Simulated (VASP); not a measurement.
# MgSi64 (a cell with a defect) in VASP: single point with PBEsol

Aim: the single point of MgSi64 (a cell with a defect) with PBEsol.

Program: VASP 6.6.1. These are calculated values, not measurements. Logs are shortened: lines on timing, memory, paths and dates and some standing lists are left out, and cuts for length are marked.

## (1) The cell of the first run

The cell holds a defect, 65 atoms: a = 10.866 Å, b = 10.866 Å, c = 10.866 Å, α = 90.00°, β = 90.00°, γ = 90.00°.

## (2) Single point, PBEsol

Contents of INCAR:

```
SYSTEM = MgSi64
ALGO = Normal ; EDIFF = 1E-7
ENCUT = 520 ; GGA = PS
ISIF = 2 ; ISMEAR = -1
ISYM = 0 ; LASPH = .True.
LCHARG = .True. ; LELF = .True.
LREAL = Auto ; LVHAR = .True.
LWAVE = .False. ; NBANDS = 167
NELECT = 256.0 ; NELM = 60
PREC = Accurate ; SIGMA = 0.05
```

Contents of KPOINTS:

```
Automatic mesh
0
Gamma
  1 1 1
  0.25 0.25 0.25
```

Contents of POSCAR:

```
MgSi64
1.0
   10.8655790000      0.0000000000      0.0000000000
    0.0000000000     10.8655790000      0.0000000000
    0.0000000000      0.0000000000     10.8655790000
Si Mg
64 1
Direct
    0.9989020000      0.9995150000      0.9993320000
    0.9979730000      0.9983300000      0.4982220000
    0.9980630000      0.4981300000      0.9985820000
    0.9995790000      0.5014820000      0.5014680000
    0.4979300000      0.9983570000      0.9984150000
    0.5007820000      0.0000840000      0.5013390000
    0.5009000000      0.5015140000      0.9999220000
    0.5088850000      0.5094860000      0.5094840000
    0.1236610000      0.1240710000      0.1242670000
    0.1181980000      0.1186940000      0.6307800000
    0.1181590000      0.6309270000      0.1187740000
    0.1245780000      0.6258950000      0.6260560000
    0.6303270000      0.1187440000      0.1187550000
    0.6252770000      0.1252000000      0.6259620000
    0.6254050000      0.6258380000      0.1250780000
    0.6328500000      0.6330960000      0.6332260000
    0.2477540000      0.2480610000      0.9990330000
    0.2419830000      0.2427650000      0.5077810000
    0.2503600000      0.7513590000      0.9987060000
    0.2486350000      0.7508070000      0.5017380000
    0.7507220000      0.2510230000      0.9988250000
    0.7505630000      0.2490400000      0.5017540000
    0.7499490000      0.7503170000      0.0002970000
    0.7516900000      0.7524980000      0.4991350000
    0.3741160000      0.3747810000      0.1207150000
    0.3751050000      0.3758840000      0.6295450000
    0.3746850000      0.8748570000      0.1254990000
    0.3750440000      0.8755410000      0.6250440000
    0.8743020000      0.3753040000      0.1256770000
    0.8752100000      0.3757440000      0.6251660000
    0.8746820000      0.8753900000      0.1248970000
    0.8751480000      0.8759710000      0.6263490000
    0.2478570000      0.9990250000      0.2484750000
    0.2502570000      0.9985290000      0.7513320000
    0.2420230000      0.5077100000      0.2423900000
    0.2485930000      0.5016770000      0.7510710000
    0.7507580000      0.9988290000      0.2508640000
    0.7497800000      0.0003900000      0.7504050000
    0.7504130000      0.5017430000      0.2492370000
    0.7519430000      0.4990730000      0.7524770000
    0.3740680000      0.1211170000      0.3748650000
    0.3746550000      0.1254190000      0.8747480000
    0.3751750000      0.6296330000      0.3756030000
    0.3750080000      0.6252070000      0.8756420000
    0.8744330000      0.1255870000      0.3751840000
    0.8745480000      0.1251180000      0.8753350000
    0.8749900000      0.6252130000      0.3758380000
    0.8754230000      0.6263340000      0.8758240000
    0.9986000000      0.2484800000      0.2483790000
    0.9981130000      0.2507350000      0.7512290000
    0.9980340000      0.7512990000      0.2507470000
    0.9995600000      0.7504410000      0.7502410000
    0.5071380000      0.2426610000      0.2424530000
    0.5010330000      0.2491920000      0.7509100000
    0.5010750000      0.7508400000      0.2489220000
    0.4984630000      0.7521810000      0.7521950000
    0.1204070000      0.3749210000      0.3747590000
    0.1250940000      0.3750960000      0.8748130000
    0.1250260000      0.8746000000      0.3751950000
    0.1242980000      0.8751370000      0.8752540000
    0.6289630000      0.3755330000      0.3756770000
    0.6245320000      0.3756250000      0.8755810000
    0.6244200000      0.8756310000      0.3754700000
    0.6259390000      0.8756170000      0.8756030000
    0.3755020000      0.3760930000      0.3758980000
```

Potentials or basis: VASP PAW PBE potentials, release 64 (Si, Mg).

On the command line:

```console
cat potpaw_PBE.64/Si/POTCAR potpaw_PBE.64/Mg/POTCAR > POTCAR
mpirun -np 1 vasp_std > vasp.out
```

OUTCAR:

```text
SYSTEM = MgSi64
   EDIFF = 1E-7
   ENCUT = 520
   GGA = PS
   ISIF = 2
   ISMEAR = -1
   ISYM = 0
   LASPH = .True.
   LREAL = Auto
   NELECT = 256.0
   NELM = 60
   PREC = Accurate

 ion  position               nearest neighbor table
   1  0.999  1.000  0.999-  60 2.35  31 2.35  46 2.35   9 2.35
   2  0.998  0.998  0.498-  32 2.34  10 2.34  59 2.35  45 2.35
   3  0.998  0.498  0.999-  11 2.34  48 2.34  29 2.34  58 2.35
   4  1.000  0.501  0.501-  30 2.35  47 2.35  12 2.35  57 2.35
   5  0.498  0.998  0.998-  13 2.34  64 2.34  27 2.35  42 2.35
   6  0.501  0.000  0.501-  63 2.35  28 2.35  14 2.35  41 2.35
   7  0.501  0.502  1.000-  62 2.35  44 2.35  15 2.35  25 2.35
   8  0.509  0.509  0.509-  16 2.33  26 2.43  43 2.44  61 2.44  65 2.51
   9  0.124  0.124  0.124-  17 2.34  33 2.34  49 2.34   1 2.35
  10  0.118  0.119  0.631-  18 2.33  50 2.34  34 2.34   2 2.34
  11  0.118  0.631  0.119-  35 2.33  51 2.34  19 2.34   3 2.34
  12  0.125  0.626  0.626-  36 2.34  20 2.34  52 2.34   4 2.35
  13  0.630  0.119  0.119-  53 2.33  37 2.34  21 2.34   5 2.34
  14  0.625  0.125  0.626-  54 2.34  22 2.34  38 2.34   6 2.35
  15  0.625  0.626  0.125-  55 2.34  39 2.34  23 2.34   7 2.35
  16  0.633  0.633  0.633-   8 2.33  24 2.34  40 2.34  56 2.34
  17  0.248  0.248  0.999-   9 2.34  42 2.35  58 2.35  25 2.35
  18  0.242  0.243  0.508-  10 2.33  41 2.43  57 2.43  26 2.44  65 2.50
  19  0.250  0.751  0.999-  11 2.34  60 2.34  44 2.35  27 2.35
  20  0.249  0.751  0.502-  12 2.34  43 2.35  59 2.35  28 2.35
  21  0.751  0.251  0.999-  13 2.34  46 2.34  62 2.35  29 2.35
  22  0.751  0.249  0.502-  14 2.34  45 2.35  61 2.35  30 2.35
[... 24 lines left out ...]
  47  0.875  0.625  0.376-  24 2.35   4 2.35  51 2.35  39 2.35
  48  0.875  0.626  0.876-   3 2.34  52 2.35  23 2.35  40 2.35
  49  0.999  0.248  0.248-   9 2.34  29 2.35  45 2.35  57 2.35
  50  0.998  0.251  0.751-  10 2.34  46 2.34  30 2.35  58 2.35
  51  0.998  0.751  0.251-  11 2.34  31 2.34  47 2.35  59 2.35
  52  1.000  0.750  0.750-  12 2.34  48 2.35  32 2.35  60 2.35
  53  0.507  0.243  0.242-  13 2.33  25 2.43  41 2.43  61 2.44  65 2.50
  54  0.501  0.249  0.751-  14 2.34  42 2.35  26 2.35  62 2.35
  55  0.501  0.751  0.249-  15 2.34  27 2.35  43 2.35  63 2.35
  56  0.498  0.752  0.752-  16 2.34  44 2.35  28 2.35  64 2.35
  57  0.120  0.375  0.375-   4 2.35  49 2.35  18 2.43  35 2.43  65 2.77
  58  0.125  0.375  0.875-  36 2.35   3 2.35  17 2.35  50 2.35
  59  0.125  0.875  0.375-   2 2.35  20 2.35  33 2.35  51 2.35
  60  0.124  0.875  0.875-  34 2.34  19 2.34   1 2.35  52 2.35
  61  0.629  0.376  0.376-  39 2.35  22 2.35  53 2.44   8 2.44  65 2.75
  62  0.625  0.376  0.876-   7 2.35  40 2.35  21 2.35  54 2.35
  63  0.624  0.876  0.375-   6 2.35  24 2.35  37 2.35  55 2.35
  64  0.626  0.876  0.876-   5 2.34  38 2.35  23 2.35  56 2.35
  65  0.376  0.376  0.376-  53 2.50  35 2.50  18 2.50   8 2.51  61 2.75  43 2.75  26 2.76  41 2.77
                            57 2.77  25 2.77

IMPORTANT INFORMATION: All symmetrisations will be switched off!
NOSYMM: (Re-)initialisation of all symmetry stuff for point group C_1.

----------------------------------------------------------------------------------------

                                     Primitive cell

  volume of cell :    1282.7990

  direct lattice vectors                    reciprocal lattice vectors
    10.865579000  0.000000000  0.000000000     0.092033752  0.000000000  0.000000000
     0.000000000 10.865579000  0.000000000     0.000000000  0.092033752  0.000000000
     0.000000000  0.000000000 10.865579000     0.000000000  0.000000000  0.092033752

  length of vectors
    10.865579000 10.865579000 10.865579000     0.092033752  0.092033752  0.092033752

  position of ions in fractional coordinates (direct lattice)
     0.998902000  0.999515000  0.999332000
     0.997973000  0.998330000  0.498222000
     0.998063000  0.498130000  0.998582000
     0.999579000  0.501482000  0.501468000
     0.497930000  0.998357000  0.998415000
     0.500782000  0.000084000  0.501339000
[... 57 lines left out ...]
     0.625939000  0.875617000  0.875603000
     0.375502000  0.376093000  0.375898000

  ion indices of the primitive-cell ions
   primitive index   ion index
                 1           1
                 2           2
                 3           3
                 4           4
                 5           5
                 6           6
[... 57 lines left out ...]
                64          64
                65          65

----------------------------------------------------------------------------------------

 KPOINTS: Automatic mesh

Automatic generation of k-mesh.
 Grid dimensions read from file:
 generate k-points for:    1    1    1

 Generating k-lattice:

  Cartesian coordinates                     Fractional coordinates (reciprocal lattice)
     0.092033752  0.000000000  0.000000000     1.000000000  0.000000000  0.000000000
     0.000000000  0.092033752  0.000000000     0.000000000  1.000000000  0.000000000
     0.000000000  0.000000000  0.092033752     0.000000000  0.000000000  1.000000000

  Length of vectors
     0.092033752  0.092033752  0.092033752

  Shift w.r.t. Gamma in fractional coordinates (k-lattice)
     0.250000000  0.250000000  0.250000000

 Subroutine IBZKPT returns following result:
 ===========================================

 Found      4 irreducible k-points:

 Following reciprocal coordinates:
            Coordinates               Weight
  0.250000  0.250000  0.250000      2.000000
 -0.250000  0.250000  0.250000      2.000000
 -0.250000 -0.250000  0.250000      2.000000
  0.250000 -0.250000  0.250000      2.000000
   k-points           NKPTS =      4   k-points in BZ     NKDIM =      4   number of bands    NBANDS=    167
   number of dos      NEDOS =    301   number of ions     NIONS =     65
   total plane-waves  NPLWV = 592704
   dimension x,y,z NGX =    84 NGY =   84 NGZ =   84
   dimension x,y,z NGXF=   168 NGYF=  168 NGZF=  168
   ions per type =              64   1
   NGX,Y,Z   is equivalent  to a cutoff of  12.85, 12.85, 12.85 a.u.
   NGXF,Y,Z  is equivalent  to a cutoff of  25.70, 25.70, 25.70 a.u.
 SYSTEM =  MgSi64
   PREC   = accura    normal or accurate (medium, high low for compatibility)
   ISTART =      0    job   : 0-new  1-cont  2-samecut
   ICHARG =      2    charge: 1-file 2-atom 10-const
   ISPIN  =      1    spin polarized calculation?
   LNONCOLLINEAR =      F non collinear calculations
   LSORBIT =      F    spin-orbit coupling
   LASPH  =      T    aspherical Exc in radial PAW
   ENCUT  =  520.0 eV  38.22 Ry    6.18 a.u.  20.20 20.20 20.20*2*pi/ulx,y,z
   NELM   =     60;   NELMIN=  2; NELMDL= -5     # of ELM steps
   EDIFF  = 0.1E-06   stopping-criterion for ELM
   LREAL  =      T    real-space projection
   EDIFFG = 0.1E-05   stopping-criterion for IOM
   NSW    =      0    number of steps for IOM
   IBRION =     -1    ionic relax: 0-MD 1-quasi-New 2-CG
   NFREE  =      0    steps in history (QN), initial steepest desc. (CG)
   ISIF   =      2    stress and relaxation
   ISYM   =      0    0-nonsym 1-usesym 2-fastsym
   POTIM  = 0.5000    time-step for ionic-motion
   TEBEG  =    0.0;   TEEND  =   0.0 temperature during run
   PSTRESS=    0.0 pullay stress
   NELECT =     256.0000    total number of electrons
   NUPDOWN=      -1.0000    fix difference up-down
   EMIN   =  10.00;   EMAX   =-10.00  energy-range for DOS
   EFERMI =   0.00;   METHOD = LEGACY
   ISMEAR =    -1;   SIGMA  =   0.05  broadening in eV -4-tet -1-fermi 0-gaus
   EFERMI_NEDOS =   21; number of points for ismear=-14 and -15
   IALGO  =     38    algorithm
   IMIX   =      4    mixing-type and parameters
     AMIX     =   0.40;   BMIX     =  1.00
     AMIX_MAG =   1.60;   BMIX_MAG =  1.00
  volume/ion in A,a.u.               =      19.74       133.18
  Fermi-wavevector in a.u.,A,eV,Ry     =   0.956684  1.807871 12.452660  0.915245
  Thomas-Fermi vector in A             =   2.085634
   LORBIT       =      0    0 simple, 1 ext, 2 COOP (PROOUT), +10 PAW based schemes
   GGA     = PS    functional components
   LHFCALC =     F    Hartree Fock is set to
   AEXX    =    0.0000 exact exchange contribution
   IVDW    =     0    specifies the selected vdW correction
   LEPSILON=     F    determine dielectric tensor
   LRPA    =     F    only Hartree local field effects (RPA)
 non-spin polarized calculation
  energy-cutoff  :      520.00
  volume of cell :     1282.80
 maximum number of plane-waves:     34484
 NGX is ok and might be reduce to    84
   NGX = 41   NGY = 41   NGZ = 41

 number of electron     255.9999984 magnetization

 Free energy of the ion-electron system (eV)
  ---------------------------------------------------
  ext. energy  EPLUGINS =         0.00000000
  ---------------------------------------------------
  free energy    TOTEN  =      -380.42198035 eV

  energy without entropy =     -380.42166928  energy(sigma->0) =     -380.42182481

 E-fermi :   6.0399     XC(G=0):  -9.5718

 val. band max:        5.5776048553   @ k =  -0.2500   0.2500   0.2500
 cond. band min:       6.4896372204   @ k =   0.2500   0.2500   0.2500
 fundamental gap:      0.9120323651
 Fermi energy:         6.0398915585

 k-point     1 :       0.2500    0.2500    0.2500
  band No.  band energies     occupation
      1      -5.9641      2.00000
      2      -5.4745      2.00000
      3      -5.3787      2.00000
      4      -5.3783      2.00000
      5      -4.9321      2.00000
      6      -4.8659      2.00000
[... 561 lines left out ...]
    139       7.5489      0.00000
    140       7.6637      0.00000
 [bands above 140 left out]

------------------------ aborting loop because EDIFF is reached ----------------------------------------

  FORCE on cell =-STRESS in cart. coord.  units (eV):
  Direction    XX          YY          ZZ          XY          YZ          ZX
  --------------------------------------------------------------------------------------
  -------------------------------------------------------------------------------------
  Total      -11.0648335    -11.0626130    -11.0744471     -0.6616365     -0.6142102     -0.6864320
  in kB      -13.8196436    -13.8168703    -13.8316508     -0.8263640     -0.7671301     -0.8573329
  external PRESSURE =     -13.8227216 kB  Pullay stress =       0.0000000 kB

 VOLUME and BASIS-vectors are now :
 -----------------------------------------------------------------------------
  energy-cutoff  :      520.00
  volume of cell :     1282.80
      direct lattice vectors                 reciprocal lattice vectors
    10.865579000  0.000000000  0.000000000     0.092033752  0.000000000  0.000000000
     0.000000000 10.865579000  0.000000000     0.000000000  0.092033752  0.000000000
     0.000000000  0.000000000 10.865579000     0.000000000  0.000000000  0.092033752

 POSITION                                       TOTAL-FORCE (eV/Angst)
 -----------------------------------------------------------------------------------
     10.85365     10.86031     10.85832         0.027363      0.032856      0.039128
     10.84355     10.84743      5.41347         0.024528      0.029988      0.042210
     10.84453      5.41247     10.85017         0.019542      0.059687      0.006847
     10.86100      5.44889      5.44874         0.011494      0.024034      0.015688
      5.41030     10.84773     10.84836         0.040204      0.023156      0.010048
      5.44129      0.00091      5.44734         0.022429      0.018743      0.024937
[... 57 lines left out ...]
      6.80119      9.51409      9.51393        -0.066124     -0.031260     -0.017680
      4.08005      4.08647      4.08435         0.011826      0.015889      0.015364
 -----------------------------------------------------------------------------------
    total drift:                                0.000321      0.001792      0.015657

  FREE ENERGIE OF THE ION-ELECTRON SYSTEM (eV)
  ---------------------------------------------------
  free  energy   TOTEN  =      -380.4219803473 eV

  energy  without entropy=     -380.4216692802  energy(sigma->0) =     -380.42182481
```

It took 31 min on 1 thread of Intel Xeon Platinum 8259CL at 2.50GHz (Skylake/Cascade Lake), shared host; peak memory 1.3 GiB.

What came out:

```
Free energy   : -380.4220 eV
Largest force : 0.096 eV/Å
```

Forces on the atoms (eV/Å):
```
Si   0.027  0.033  0.039
Si   0.025  0.030  0.042
Si   0.020  0.060  0.007
Si   0.011  0.024  0.016
Si   0.040  0.023  0.010
Si   0.022  0.019  0.025
Si   0.011  0.010  0.020
Si  -0.045 -0.054 -0.064
Si  -0.022 -0.012 -0.011
Si  -0.015 -0.026  0.001
Si  -0.015 -0.006 -0.030
Si  -0.027 -0.024 -0.031
Si  -0.009 -0.015 -0.025
Si  -0.024 -0.035 -0.036
Si  -0.022 -0.024 -0.028
Si  -0.055 -0.038 -0.039
Si   0.036  0.044  0.026
Si  -0.014 -0.010  0.030
Si   0.036  0.024  0.028
Si   0.016  0.027  0.009
Si   0.022  0.049  0.023
Si   0.016  0.037  0.013
Si   0.019  0.029  0.020
Si   0.025  0.032  0.040
Si   0.006 -0.005 -0.009
Si   0.002 -0.010  0.000
Si  -0.035 -0.012 -0.024
Si  -0.031 -0.021 -0.022
Si  -0.026 -0.039 -0.021
Si  -0.034 -0.050 -0.028
Si  -0.023 -0.030 -0.036
Si  -0.031 -0.032 -0.056
Si   0.026  0.025  0.028
Si   0.051  0.031  0.015
Si  -0.006  0.032  0.003
Si   0.020  0.019  0.024
Si   0.029  0.014  0.058
Si   0.021  0.026  0.027
Si   0.019  0.009  0.032
Si   0.024  0.043  0.025
Si   0.009 -0.017 -0.011
Si  -0.026 -0.031 -0.014
Si  -0.003 -0.018  0.001
Si  -0.028 -0.029 -0.031
Si  -0.025 -0.027 -0.036
Si  -0.013 -0.045 -0.032
Si  -0.016 -0.021 -0.050
Si  -0.030 -0.061 -0.019
Si   0.030  0.021  0.028
Si   0.030  0.064  0.034
Si   0.019  0.026  0.068
Si   0.030  0.024  0.032
Si   0.022 -0.021 -0.011
Si   0.012  0.024  0.027
Si   0.023  0.035  0.032
Si   0.058  0.037  0.031
Si  -0.007 -0.006 -0.004
Si  -0.034 -0.052 -0.019
Si  -0.021 -0.013 -0.042
Si  -0.033 -0.022 -0.031
Si   0.012  0.006  0.005
Si  -0.022 -0.033 -0.023
Si  -0.019 -0.021 -0.032
Si  -0.066 -0.031 -0.018
Mg   0.012  0.016  0.015
```

Caveat: the k points lie up to 0.58 Å⁻¹ apart; the cell carries a net charge on a neutralising background, which shifts energy and pressure; the cell is charged against a uniform background, so pressure and absolute levels hang on convention; the PAW data sets were made with another functional, which shifts forces and pressure a little.
